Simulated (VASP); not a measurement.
Al:

```
CELL_PARAMETERS angstrom
0.00000 2.02481 2.02481
2.02481 0.00000 2.02481
2.02481 2.02481 0.00000
ATOMIC_POSITIONS crystal
Al 0.00000 0.00000 0.00000
```

```yaml
Program: VASP 6.6.1
Task: relaxation of volume and atoms at fixed shape
Functional: r2SCAN
Potentials_or_basis: VASP PAW PBE potentials, release 64 (Al)
Cutoff: 600 eV
k_mesh: 18 × 18 × 18
Occupations: gaussian, width 0.05 eV
Spin: no spin polarisation
```

At the start: pressure -3.9 GPa; volume 16.60 Å³/atom.

How do energy, volume and symmetry change on relaxing?

Over 3 steps the energy falls by 9.8 meV/atom and the volume is 15.83 Å³/atom (-4.6 %); space group Fm-3m (No. 225, to 0.05 Å).

Step by step:
| step | energy change (eV) | largest force (eV/Å) | pressure (GPa) | volume (Å³) |
| --- | --- | --- | --- | --- |
| 1 | 0.0000 | 0.0000 | -3.88 | 16.60 |
| 2 | -0.0092 | 0.0000 | 1.11 | 15.65 |
| 3 | -0.0098 | 0.0000 | 0.03 | 15.83 |

Final structure:
```cif
data_structure
_symmetry_space_group_name_H-M 'P 1'
_symmetry_Int_Tables_number 1
_cell_length_a 2.8186
_cell_length_b 2.8186
_cell_length_c 2.8186
_cell_angle_alpha 60.000
_cell_angle_beta 60.000
_cell_angle_gamma 60.000
_cell_volume 15.83
loop_
_atom_site_label
_atom_site_type_symbol
_atom_site_fract_x
_atom_site_fract_y
_atom_site_fract_z
_atom_site_occupancy
Al1 Al 0.00000 0.00000 0.00000 1
```

Caveat: the PAW data sets were made with another functional, which shifts forces and pressure a little.
